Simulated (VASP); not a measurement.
# Cr: single point with PBE

Slab: Cr, a slab with vacuum.

```
Cr
1.0
     2.46629    0.00000    0.00000
    -0.82210    2.32524    0.00000
     0.00000    0.00000   27.08232
Cr
7
Direct
  0.50000 0.50000 0.27979
  0.00000 0.00000 0.35091
  0.50000 0.50000 0.42567
  0.00000 0.00000 0.50000
  0.50000 0.50000 0.57433
  0.00000 0.00000 0.64909
  0.50000 0.50000 0.72021
```

```yaml
Program: VASP 6.6.1
Task: single point
Functional: PBE
Potentials_or_basis: VASP PAW PBE potentials, release 64 (Cr_pv)
Cutoff: 520 eV
k_mesh: 15 × 15 × 1
Occupations: gaussian, width 0.1 eV
Spin: no spin polarisation
```

- Largest force: 0.021 eV/Å
- Band gap on the k mesh: zero (band 42 reaches 4.42 eV, above the bottom of band 43 at 2.94 eV)

Forces on the atoms (eV/Å):
```
Cr   0.000  0.000 -0.001
Cr   0.000  0.000  0.021
Cr   0.000  0.000 -0.003
Cr   0.000  0.000  0.000
Cr   0.000  0.000  0.003
Cr   0.000  0.000 -0.021
Cr   0.000  0.000  0.001
```

Levels at points of the mesh, in eV from the Fermi level:
```csv
k point,band 40,band 41,band 42,band 43,band 44,band 45
"(0.00, 0.00, 0.00)",-0.89,-0.82,-0.53,-0.38,0.04,0.49
```

Wall time 13 min on 1 thread of Intel(R) Xeon(R) Platinum 8559C (Emerald Rapids), on a shared host, peak memory 0.47 GiB.

Caveat: the run has no spin polarisation, though such a crystal can be magnetic. Spin polarisation is off, so any magnetic state and its effect on volume and gap are missing.
